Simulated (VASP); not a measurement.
A run of VASP 6.6.1 is set up as follows.

Contents of INCAR:

```
SYSTEM = LiH
PREC = Accurate
ENCUT = 750
EDIFF = 1E-6
ISMEAR = 0
SIGMA = 0.02
LREAL = .False.
LASPH = .True.
NELM = 120
ALGO = Normal
ISIF = 2
LWAVE = .False.
LCHARG = .False.
GGA = PE
NBANDS = 9
GGA_COMPAT = .False.
```

KPOINTS

```
Automatic mesh
0
Gamma
  4 4 4
  0 0 0
```

POSCAR

```
LiH
1.0
    0.0000000000      2.0367500000      2.0367500000
    2.0367500000      0.0000000000      2.0367500000
    2.0367500000      2.0367500000      0.0000000000
Li H
1 1
Direct
    0.0000000000      0.0000000000      0.0000000000
    0.5000000000      0.5000000000      0.5000000000
```

Potentials or basis: VASP PAW PBE potentials, release 64 (Li_sv, H).

The run is started by

```bash
$ cat potpaw_PBE.64/Li_sv/POTCAR potpaw_PBE.64/H/POTCAR > POTCAR
$ mpirun -np 1 vasp_std > vasp.out
```

Task: Estimate the band gap on the k mesh.

Result: 3.00 eV.

Task: Predict the pressure.

Result: -1.5 GPa.

Caveat: the k points lie up to 0.67 Å⁻¹ apart. A k mesh can miss the band edges.
